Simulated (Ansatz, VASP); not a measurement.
## Mo in VASP and in Ansatz

```xyz
4
Lattice="2.8589 0.0000 0.0000 -1.4294 2.4759 0.0000 0.0000 0.0000 9.1770" Properties=species:S:1:pos:R:3 pbc="T T T"
Mo    0.0000    1.6506    3.5031
Mo    1.4294    0.8253    8.0915
Mo    1.4294    0.8253    5.6739
Mo    0.0000    1.6506    1.0854
```

Alike in both runs: task relaxation of cell and atoms; functional r2SCAN; k mesh 9 × 9 × 2; occupations gaussian, width 0.1 eV; no spin polarisation.

|  | VASP | Ansatz |
| --- | --- | --- |
| version | VASP 6.6.1 | Ansatz 0.2.0 |
| potentials or method | VASP PAW PBE potentials, release 64 (Mo_sv), cutoff 600 eV | scalar-relativistic, plane waves, PAW |
| valence electrons in the cell | 56 | 56 |

VASP gave:

| Item | Value |
| --- | --- |
| gap on the k mesh at the Fermi level, each at its own relaxed structure (eV) | none |
| relaxed volume (Å³/atom) | 16.44 |
| relaxed cell length with the largest relative difference (Å) | 10.200 |

Task: Which values does Ansatz return?

Result: gap on the k mesh at the Fermi level, each at its own relaxed structure (eV): none; relaxed volume (Å³/atom): 16.38; relaxed cell length with the largest relative difference (Å): 10.179.

VASP's potentials were made for PBE, not for r2SCAN. A gap of «none» marks a metal or a gap that the smearing closes.
